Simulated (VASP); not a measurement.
# Ga (C2/c) in VASP: a series of runs, part 2 of 2

VASP 6.6.1.

**3. Single point, LDA**

Contents of INCAR:

```
ALGO = Fast
EDIFF = 1E-6
ENCUT = 520
ISIF = 2
ISMEAR = 0
LASPH = T
LCHARG = F
LREAL = F
LWAVE = F
NBANDS = 20
NELM = 80
PREC = Accurate
SIGMA = 0.05
```

Contents of KPOINTS:

```
k-points
0
Gamma
  14 10 14
```

Contents of POSCAR:

```
Ga
1.0
   -2.7660000000      0.0000000000      0.0000000000
   -0.1174474948      0.0000000000      3.3299294416
   -1.3830000000      4.0265000000      0.0000000000
Ga
2
Direct
    0.8690000000      0.2500000000      0.2620000000
    0.1310000000      0.7500000000      0.7380000000
```

Potentials or basis: VASP PAW LDA potentials, release 64 (Ga_d).

Launch:

```console
$ cat potpaw_LDA.64/Ga_d/POTCAR > POTCAR
$ mpirun -np 1 vasp_std > vasp.out
```

OUTCAR:

```text
EDIFF = 1E-6
   ENCUT = 520
   ISIF = 2
   ISMEAR = 0
   LASPH = T
   LREAL = F
   NELM = 80
   PREC = Accurate

 ion  position               nearest neighbor table
   1  0.869  0.250  0.262-   2 2.69   2 2.69   2 2.86   2 2.86   2 2.92   2 2.92
   2  0.131  0.750  0.738-   1 2.69   1 2.69   1 2.86   1 2.86   1 2.92   1 2.92

  LATTYP: Found a base centered monoclinic cell.
 ALAT       =     2.7660000000
 B/A-ratio  =     2.9114244396
 C/A-ratio  =     1.2046276211
 COS(beta)  =    -0.0352483478

  Lattice vectors:

 A1 = (   1.3830000000,  -4.0265000000,   0.0000000000)
 A2 = (   1.3830000000,   4.0265000000,   0.0000000000)
 A3 = (  -0.1174474948,   0.0000000000,   3.3299294416)

Analysis of symmetry for initial positions (statically):
=====================================================================
 Subroutine PRICEL returns:
 Original cell was already a primitive cell.

 Routine SETGRP: Setting up the symmetry group for a
 base centered monoclinic supercell.

 Subroutine GETGRP returns: Found  4 space group operations
[... 164 lines left out ...]
  ---------------------------------------------------
  free energy    TOTEN  =        -7.13163192 eV

  energy without entropy =       -7.13075350  energy(sigma->0) =       -7.13119271

 E-fermi :   5.4065     XC(G=0): -11.3711

 val. band max:        5.3936364598   @ k =  -0.2857  -0.2000   0.0714
 cond. band min:       5.4170239196   @ k =   0.0000   0.2000   0.5000
 fundamental gap:      0.0233874598
 Fermi energy:         5.4065007475

 k-point     1 :       0.0000    0.0000    0.0000
  band No.  band energies     occupation
      1      -9.8418      2.00000
      2      -9.8303      2.00000
      3      -9.7965      2.00000
      4      -9.7712      2.00000
      5      -9.4972      2.00000
      6      -9.4970      2.00000
[... 541 lines left out ...]
     19      15.1147      0.00000
     20      19.9877      0.00000

 [... further k-points ...]

------------------------ aborting loop because EDIFF is reached ----------------------------------------

  FORCE on cell =-STRESS in cart. coord.  units (eV):
  Direction    XX          YY          ZZ          XY          YZ          ZX
  --------------------------------------------------------------------------------------
  -------------------------------------------------------------------------------------
  Total       -0.8919090     -0.8679730     -0.9324471      0.0000000      0.0000000     -0.0974657
  in kB      -38.5315263    -37.4974612    -40.2828187      0.0000000      0.0000000     -4.2106343
  external PRESSURE =     -38.7706020 kB  Pullay stress =       0.0000000 kB

 VOLUME and BASIS-vectors are now :
 -----------------------------------------------------------------------------
  energy-cutoff  :      520.00
  volume of cell :       37.09
      direct lattice vectors                 reciprocal lattice vectors
    -2.766000000  0.000000000  0.000000000    -0.361532899 -0.124177325 -0.012751361
    -0.117447495  0.000000000  3.329929442     0.000000000  0.000000000  0.300306663
    -1.383000000  4.026500000  0.000000000     0.000000000  0.248354650  0.000000000

 POSITION                                       TOTAL-FORCE (eV/Angst)
 -----------------------------------------------------------------------------------
     -2.79536      1.05494      0.83248         0.000000      0.180171      0.000000
     -1.47109      2.97156      2.49745        -0.000000     -0.180171      0.000000
 -----------------------------------------------------------------------------------
    total drift:                                0.000000     -0.000000     -0.000000

  FREE ENERGIE OF THE ION-ELECTRON SYSTEM (eV)
  ---------------------------------------------------
  free  energy   TOTEN  =        -7.1316319225 eV

  energy  without entropy=       -7.1307534986  energy(sigma->0) =       -7.13119271
```

stdout:

```text
POSCAR found type information on POSCAR Ga
 POSCAR found :  1 types and       2 ions
 scaLAPACK will be used
 LDA part: xc-table for (Slater(with rela. corr.)+CA(PZ))
 , standard interpolation
 POSCAR, INCAR and KPOINTS ok, starting setup
 FFT: planning ... GRIDC
 FFT: planning ... GRID_SOFT
 FFT: planning ... GRID
 WAVECAR not read
 entering main loop
WARNING in EDDRMM: call to ZHEGV failed, returncode =   6  3     18
WARNING in EDDRMM: call to ZHEGV failed, returncode =   6  3     18
WARNING in EDDRMM: call to ZHEGV failed, returncode =   6  3     16
WARNING in EDDRMM: call to ZHEGV failed, returncode =   8  4     18
WARNING in EDDRMM: call to ZHEGV failed, returncode =   6  3     18
WARNING in EDDRMM: call to ZHEGV failed, returncode =   8  4     16
WARNING in EDDRMM: call to ZHEGV failed, returncode =   8  4     16
WARNING in EDDRMM: call to ZHEGV failed, returncode =   8  4     19
```

It took 2.8 min on 1 thread of AMD EPYC 9R45 (Zen 5), shared host; peak memory 0.36 GiB.

Results:

| Property | Result |
| --- | --- |
| Free energy | -7.1316 eV |
| Pressure | -3.9 GPa |
| Largest force | 0.180 eV/Å |
| Band gap on the k mesh | zero (bands 13 and 14 overlap by 8.32 eV) |

Forces in eV/Å, atoms in the order of the input:
```
Ga   0.000  0.180  0.000
Ga   0.000 -0.180  0.000
```

Caveat: the cell stands under tension.

The gap in the log of VASP goes by the Fermi energy; the results here count the filled bands.